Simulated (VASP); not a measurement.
Here is a VASP 6.6.1 calculation.

File INCAR:

```
SYSTEM = Si8N
PREC = Accurate
ENCUT = 520
EDIFF = 1E-6
ISMEAR = 0
SIGMA = 0.05
LREAL = Auto
LASPH = .TRUE.
NELM = 80
ALGO = Normal
ISIF = 2
LWAVE = .FALSE.
LCHARG = .FALSE.
LDIPOL = .TRUE.
IDIPOL = 3
DIPOL = 0.5 0.5 0.295
GGA = PE
IVDW = 12
NBANDS = 52
```

File KPOINTS:

```
Automatic mesh
0
G
  4 4 1
  0 0 0
```

The input POSCAR:

```
Si8N
1.0
    7.6310340417      0.0000000000      0.0000000000
    0.0000000000      6.3129357835      0.0000000000
    0.0000000000      0.0000000000     23.0318711348
Si N
16 2
Direct
    0.0000000000      0.9369021389      0.1736723854
    0.5000000000      0.9369021389      0.1736723854
    0.0000000000      0.5630978611      0.1736723854
    0.5000000000      0.5630978611      0.1736723854
    0.2500000000      0.4369021389      0.2214950258
    0.7500000000      0.4369021389      0.2214950258
    0.2500000000      0.0630978611      0.2214950258
    0.7500000000      0.0630978611      0.2214950258
    0.2500000000      0.9332664455      0.3177235001
    0.7500000000      0.9332664455      0.3177235001
    0.2500000000      0.5667335545      0.3177235001
    0.7500000000      0.5667335545      0.3177235001
    0.0000000000      0.4266292811      0.3574121741
    0.5000000000      0.4266292811      0.3574121741
    0.0000000000      0.0733707189      0.3574121741
    0.5000000000      0.0733707189      0.3574121741
    0.1250000000      0.6766292811      0.4920082727
    0.1250000000      0.6766292811      0.5397681787
```

Potentials or basis: VASP PAW PBE potentials, release 64 (Si, N).

The run is started by

```sh
$ cat potpaw_PBE.64/Si/POTCAR potpaw_PBE.64/N/POTCAR > POTCAR
$ mpirun -np 1 vasp_std > vasp.out
```

Question: Predict the dispersion energy per atom.

Answer: -0.238 eV.

Question: Predict the largest force.

Answer: 2.167 eV/Å.

Forces in eV/Å, atoms in the order of the input:
```
Si   0.000 -0.780  0.626
Si  -0.002 -0.784  0.634
Si  -0.001  0.782  0.625
Si   0.004  0.782  0.624
Si  -0.005  0.013 -0.581
Si   0.003  0.012 -0.590
Si   0.000 -0.016 -0.591
Si   0.000 -0.013 -0.595
Si  -0.003 -0.004  0.001
Si   0.003 -0.003  0.004
Si  -0.004  0.008  0.003
Si  -0.001  0.007  0.004
Si  -0.002 -0.096 -0.079
Si  -0.008 -0.062 -0.019
Si   0.002  0.071 -0.019
Si  -0.005  0.064 -0.025
N    0.030  0.032 -2.167
N   -0.011 -0.012  2.145
```

Caveat: the standard files for N, O and F lose accuracy on very short bonds.
